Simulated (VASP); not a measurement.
# CaO in VASP: notebook

The runs below take CaO through single point, with PBE, r2SCAN.

All numbers are computed with VASP 6.6.1; they aren't measurements. Logs are shortened: lines on timing, memory, paths and dates and some standing lists are left out, and cuts for length are marked.

## 1. The cell of the first run

The structure is cubic, space group Fm-3m (No. 225). The conventional cell has a = 4.686 Å, b = 4.686 Å, c = 4.686 Å, α = 90.00°, β = 90.00°, γ = 90.00°. Within 3.1 Å of Ca (site symmetry m-3m) lie 6 O at 2.34 Å. O (site symmetry m-3m) has 6 Ca at 2.34 Å within 3.1 Å.

## 2. Single point, PBE (strain -2.3%)

File INCAR:

```
ALGO = Normal ; EDIFF = 1E-6
ENCUT = 520 ; GGA = PE
ISIF = 2 ; ISMEAR = -1
LASPH = True ; LCHARG = False
LREAL = False ; LWAVE = False
NBANDS = 15 ; NELM = 60
PREC = Accurate ; SIGMA = 0.02
```

File KPOINTS:

```
k-points
0
Gamma
  10 10 10
```

File POSCAR:

```
CaO
1.0
    0.0000000000      2.3428859718      2.3428859718
    2.3428859718      0.0000000000      2.3428859718
    2.3428859718      2.3428859718      0.0000000000
Ca O
1 1
Direct
    0.0000000000      0.0000000000      0.0000000000
    0.5000000000      0.5000000000      0.5000000000
```

Potentials or basis: VASP PAW PBE potentials, release 64 (Ca_sv, O).

Command:

```
$ cat potpaw_PBE.64/Ca_sv/POTCAR potpaw_PBE.64/O/POTCAR > POTCAR
$ mpirun -np 1 vasp_std > vasp.out
```

OUTCAR:

```text
EDIFF = 1E-6
   ENCUT = 520
   GGA = PE
   ISIF = 2
   ISMEAR = -1
   LASPH = True
   LREAL = False
   NELM = 60
   PREC = Accurate

 ion  position               nearest neighbor table
   1  0.000  0.000  0.000-   2 2.34   2 2.34   2 2.34   2 2.34   2 2.34   2 2.34
   2  0.500  0.500  0.500-   1 2.34   1 2.34   1 2.34   1 2.34   1 2.34   1 2.34

  LATTYP: Found a face centered cubic cell.
 ALAT       =     4.6857719436

  Lattice vectors:

 A1 = (   0.0000000000,   2.3428859718,   2.3428859718)
 A2 = (   2.3428859718,   0.0000000000,   2.3428859718)
 A3 = (   2.3428859718,   2.3428859718,   0.0000000000)

Analysis of symmetry for initial positions (statically):
=====================================================================
 Subroutine PRICEL returns:
 Original cell was already a primitive cell.

 Routine SETGRP: Setting up the symmetry group for a
 face centered cubic supercell.

 Subroutine GETGRP returns: Found 48 space group operations
 (whereof 48 operations were pure point group operations)
 out of a pool of 48 trial point group operations.

The static configuration has the point symmetry O_h .

Analysis of symmetry for dynamics (positions and initial velocities):
=====================================================================
 Subroutine PRICEL returns:
 Original cell was already a primitive cell.

 Routine SETGRP: Setting up the symmetry group for a
 face centered cubic supercell.

 Subroutine GETGRP returns: Found 48 space group operations
 (whereof 48 operations were pure point group operations)
 out of a pool of 48 trial point group operations.

The dynamic configuration has the point symmetry O_h .

 Subroutine INISYM returns: Found 48 space group operations
 (whereof 48 operations are pure point group operations),
 and found     1 'primitive' translations

----------------------------------------------------------------------------------------

                                     Primitive cell

  volume of cell :      25.7207

  direct lattice vectors                    reciprocal lattice vectors
     0.000000000  2.342885972  2.342885972    -0.213412008  0.213412008  0.213412008
     2.342885972  0.000000000  2.342885972     0.213412008 -0.213412008  0.213412008
     2.342885972  2.342885972  0.000000000     0.213412008  0.213412008 -0.213412008

  length of vectors
     3.313341116  3.313341116  3.313341116     0.369640441  0.369640441  0.369640441

  position of ions in fractional coordinates (direct lattice)
     0.000000000  0.000000000  0.000000000
[... 89 lines left out ...]
   NELECT =      16.0000    total number of electrons
   NUPDOWN=      -1.0000    fix difference up-down
   EMIN   =  10.00;   EMAX   =-10.00  energy-range for DOS
   EFERMI =   0.00;   METHOD = LEGACY
   ISMEAR =    -1;   SIGMA  =   0.02  broadening in eV -4-tet -1-fermi 0-gaus
   EFERMI_NEDOS =   21; number of points for ismear=-14 and -15
   IALGO  =     38    algorithm
   IMIX   =      4    mixing-type and parameters
     AMIX     =   0.40;   BMIX     =  1.00
     AMIX_MAG =   1.60;   BMIX_MAG =  1.00
  volume/ion in A,a.u.               =      12.86        86.79
  Fermi-wavevector in a.u.,A,eV,Ry     =   1.397506  2.640903 26.572491  1.953023
  Thomas-Fermi vector in A             =   2.520756
   LORBIT       =      0    0 simple, 1 ext, 2 COOP (PROOUT), +10 PAW based schemes
   GGA     = PE    functional components
   LHFCALC =     F    Hartree Fock is set to
   AEXX    =    0.0000 exact exchange contribution
   IVDW    =     0    specifies the selected vdW correction
   LEPSILON=     F    determine dielectric tensor
   LRPA    =     F    only Hartree local field effects (RPA)
 non-spin polarized calculation
  energy-cutoff  :      520.00
  volume of cell :       25.72
 maximum number of plane-waves:       701
 NGX is ok and might be reduce to    28
   NGX = 13   NGY = 13   NGZ = 13

 number of electron      16.0000000 magnetization

 Free energy of the ion-electron system (eV)
  ---------------------------------------------------
  ext. energy  EPLUGINS =         0.00000000
  ---------------------------------------------------
  free energy    TOTEN  =       -12.70866762 eV

  energy without entropy =      -12.70866762  energy(sigma->0) =      -12.70866762

 E-fermi :   3.1735     XC(G=0): -10.8534

 val. band max:        2.8023476049   @ k =   0.0000   0.0000   0.0000
 cond. band min:       6.4005086009   @ k =   0.5000   0.5000   0.0000
 fundamental gap:      3.5981609961
 Fermi energy:         3.1734854443

 k-point     1 :       0.0000    0.0000    0.0000
  band No.  band energies     occupation
      1     -34.5356      2.00000
      2     -15.2342      2.00000
      3     -15.2342      2.00000
      4     -15.2342      2.00000
      5     -12.8803      2.00000
      6       2.8023      2.00000
      7       2.8023      2.00000
      8       2.8023      2.00000
      9       8.1633      0.00000
     10       9.2064      0.00000
     11       9.2064      0.00000
     12       9.2064      0.00000
     13      10.8480      0.00000
     14      10.8480      0.00000
[... 401 lines left out ...]
      2     -16.1047      2.00000
      3     -15.4925      2.00000
      4     -15.4557      2.00000
      5     -12.2337      2.00000
      6       1.0686      2.00000
      7       2.2331      2.00000
      8       2.3382      2.00000
      9       7.1291      0.00000
     10      11.0527      0.00000
     11      12.0146      0.00000
     12      12.1407      0.00000
     13      12.2686      0.00000
     14      14.3407      0.00000
     15      19.4547      0.00000

 [... further k-points ...]

------------------------ aborting loop because EDIFF is reached ----------------------------------------

  FORCE on cell =-STRESS in cart. coord.  units (eV):
  Direction    XX          YY          ZZ          XY          YZ          ZX
  --------------------------------------------------------------------------------------
  -------------------------------------------------------------------------------------
  Total        2.0235082      2.0235082      2.0235082      0.0000000      0.0000000      0.0000000
  in kB      126.0468815    126.0468815    126.0468815      0.0000000      0.0000000      0.0000000
  external PRESSURE =     126.0468815 kB  Pullay stress =       0.0000000 kB

 VOLUME and BASIS-vectors are now :
 -----------------------------------------------------------------------------
  energy-cutoff  :      520.00
  volume of cell :       25.72
      direct lattice vectors                 reciprocal lattice vectors
     0.000000000  2.342885972  2.342885972    -0.213412008  0.213412008  0.213412008
     2.342885972  0.000000000  2.342885972     0.213412008 -0.213412008  0.213412008
     2.342885972  2.342885972  0.000000000     0.213412008  0.213412008 -0.213412008

 POSITION                                       TOTAL-FORCE (eV/Angst)
 -----------------------------------------------------------------------------------
      0.00000      0.00000      0.00000        -0.000000     -0.000000     -0.000000
      2.34289      2.34289      2.34289         0.000000      0.000000      0.000000
 -----------------------------------------------------------------------------------
    total drift:                                0.000000      0.000000      0.000000

  FREE ENERGIE OF THE ION-ELECTRON SYSTEM (eV)
  ---------------------------------------------------
  free  energy   TOTEN  =       -12.7086676240 eV

  energy  without entropy=      -12.7086676240  energy(sigma->0) =      -12.70866762
```

Wall time 13 s (1 thread of Intel Xeon Platinum 8488C (Sapphire Rapids), shared host); peak memory 0.16 GiB.

What came out:

```
Free energy            : -12.7087 eV
Pressure               : 12.6 GPa
Band gap on the k mesh : 3.60 eV (least direct gap 3.95 eV)
```

Levels at points of the mesh, in eV from the valence-band top:
```
           k point  band 6  band 7  band 8  band 9  band 10  band 11
(0.00, 0.00, 0.00)    0.00    0.00    0.00    5.36     6.40     6.40
(0.50, 0.00, 0.00)   -2.82   -1.36   -1.36    7.41     8.77     8.77
(0.50, 0.50, 0.00)   -1.25   -0.35   -0.35    3.60     8.62     9.33
```

Caveat: the cell differs from its parent crystal (strain -2.3%); the cell stands under pressure.

## 3. Single point, r2SCAN (strain -2.3%)

POSCAR is that of step 2.

File INCAR.step1:

```
SYSTEM = CaO
PREC     = Accurate       ! precision mode
ENCUT    = 520            ! plane-wave cutoff, eV
ISMEAR   = 0              ! smearing method
SIGMA    = 0.01           ! smearing width, eV
LREAL    = .False.        ! projectors in reciprocal space
LASPH    = .True.         ! aspherical terms in the spheres
NELM     = 80             ! most SCF steps
NBANDS   = 15             ! bands
GGA      = PE             ! functional
ALGO     = Normal         ! electronic algorithm
EDIFF    = 1E-4           ! SCF threshold, eV
LWAVE    = .True.         ! write WAVECAR
LCHARG   = .False.        ! write CHGCAR
```

File INCAR.step2:

```
SYSTEM = CaO
PREC     = Accurate       ! precision mode
ENCUT    = 520            ! plane-wave cutoff, eV
EDIFF    = 1E-7           ! SCF threshold, eV
ISMEAR   = 0              ! smearing method
SIGMA    = 0.01           ! smearing width, eV
LREAL    = .False.        ! projectors in reciprocal space
LASPH    = .True.         ! aspherical terms in the spheres
NELM     = 80             ! most SCF steps
ALGO     = Normal         ! electronic algorithm
ISIF     = 2              ! what is computed and relaxed
LWAVE    = .False.        ! write WAVECAR
LCHARG   = .True.         ! write CHGCAR
METAGGA  = R2SCAN         ! meta-GGA
LMIXTAU  = .True.       
LELF     = .True.         ! ELF
LVHAR    = .True.       
NBANDS   = 15             ! bands
ISTART   = 1
```

File KPOINTS:

```
Automatic mesh
0
Gamma
  10 10 10
  0 0 0
```

Potentials or basis: VASP PAW PBE potentials, release 64 (Ca_sv, O).

Command:

```
$ cat potpaw_PBE.64/Ca_sv/POTCAR potpaw_PBE.64/O/POTCAR > POTCAR
$ cp INCAR.step1 INCAR
$ mpirun -np 1 vasp_std > vasp.out
$ cp INCAR.step2 INCAR
$ mpirun -np 1 vasp_std > vasp.out
```

OUTCAR:

```text
SYSTEM = CaO
   PREC = Accurate
   ENCUT = 520
   EDIFF = 1E-7
   ISMEAR = 0
   LREAL = .False.
   LASPH = .True.
   NELM = 80
   ISIF = 2
   METAGGA = R2SCAN
   ISTART = 1

 ion  position               nearest neighbor table
   1  0.000  0.000  0.000-   2 2.34   2 2.34   2 2.34   2 2.34   2 2.34   2 2.34
   2  0.500  0.500  0.500-   1 2.34   1 2.34   1 2.34   1 2.34   1 2.34   1 2.34

  LATTYP: Found a face centered cubic cell.
 ALAT       =     4.6857719436

  Lattice vectors:

[... 621 lines left out ...]

  FORCE on cell =-STRESS in cart. coord.  units (eV):
  Direction    XX          YY          ZZ          XY          YZ          ZX
  --------------------------------------------------------------------------------------
  -------------------------------------------------------------------------------------
  Total        1.7358858      1.7358858      1.7358858      0.0000000      0.0000000     -0.0000000
  in kB      108.1305171    108.1305171    108.1305171      0.0000000      0.0000000     -0.0000000
  external PRESSURE =     108.1305171 kB  Pullay stress =       0.0000000 kB

 VOLUME and BASIS-vectors are now :
 -----------------------------------------------------------------------------
  energy-cutoff  :      520.00
  volume of cell :       25.72
      direct lattice vectors                 reciprocal lattice vectors
     0.000000000  2.342885972  2.342885972    -0.213412008  0.213412008  0.213412008
     2.342885972  0.000000000  2.342885972     0.213412008 -0.213412008  0.213412008
     2.342885972  2.342885972  0.000000000     0.213412008  0.213412008 -0.213412008

 POSITION                                       TOTAL-FORCE (eV/Angst)
 -----------------------------------------------------------------------------------
      0.00000      0.00000      0.00000         0.000000      0.000000      0.000000
      2.34289      2.34289      2.34289        -0.000000      0.000000     -0.000000
 -----------------------------------------------------------------------------------
    total drift:                                0.000000      0.000000      0.000000

  FREE ENERGIE OF THE ION-ELECTRON SYSTEM (eV)
  ---------------------------------------------------
  free  energy   TOTEN  =       -19.3858126196 eV

  energy  without entropy=      -19.3858126196  energy(sigma->0) =      -19.38581262
```

OUTCAR.step1:

```text
SYSTEM = CaO
   PREC = Accurate
   ENCUT = 520
   ISMEAR = 0
   LREAL = .False.
   LASPH = .True.
[... 654 lines left out ...]
      0.00000      0.00000      0.00000         0.000000     -0.000000      0.000000
      2.34289      2.34289      2.34289        -0.000000      0.000000     -0.000000
 -----------------------------------------------------------------------------------
    total drift:                                0.000000      0.000000      0.000000

  FREE ENERGIE OF THE ION-ELECTRON SYSTEM (eV)
  ---------------------------------------------------
  free  energy   TOTEN  =       -12.7086679234 eV

  energy  without entropy=      -12.7086679234  energy(sigma->0) =      -12.70866792
```

OSZICAR.step1:

```text
N       E                     dE             d eps       ncg     rms          rms(c)
DAV:   1     0.125469536553E+03    0.12547E+03   -0.84954E+03  1410   0.111E+03
DAV:   2    -0.933054840728E+01   -0.13480E+03   -0.12562E+03  1781   0.296E+02
DAV:   3    -0.143201066644E+02   -0.49896E+01   -0.49606E+01  1662   0.593E+01
DAV:   4    -0.144385747536E+02   -0.11847E+00   -0.11839E+00  1995   0.830E+00
DAV:   5    -0.144400854840E+02   -0.15107E-02   -0.15107E-02  1650   0.826E-01    0.860E+00
DAV:   6    -0.127722046644E+02    0.16679E+01   -0.48401E+00  1600   0.222E+01    0.339E+00
DAV:   7    -0.127125392013E+02    0.59665E-01   -0.37746E-01  1627   0.658E+00    0.177E+00
DAV:   8    -0.127098678670E+02    0.26713E-02   -0.71637E-02  1858   0.288E+00    0.424E-01
DAV:   9    -0.127081040249E+02    0.17638E-02   -0.48326E-03  1459   0.622E-01    0.106E-01
DAV:  10    -0.127086942867E+02   -0.59026E-03   -0.66033E-04  1683   0.242E-01    0.383E-02
DAV:  11    -0.127086679234E+02    0.26363E-04   -0.52993E-05  1220   0.898E-02
   1 F= -.12708668E+02 E0= -.12708668E+02  d E =-.995493-121
```

Wall time 56 s (1 thread of Intel Xeon Platinum 8488C (Sapphire Rapids), shared host); peak memory 0.17 GiB.

What came out:

| Quantity | Value |
| --- | --- |
| Free energy | -19.3858 eV |
| Pressure | 10.8 GPa |
| Band gap on the k mesh | 4.15 eV (least direct gap 4.50 eV) |

Caveat: the cell differs from its parent crystal (strain -2.3%); the cell stands under pressure; the PAW data sets were made with another functional, which shifts forces and pressure a little. A k mesh can miss the band edges.

[end of part 1 of 2]
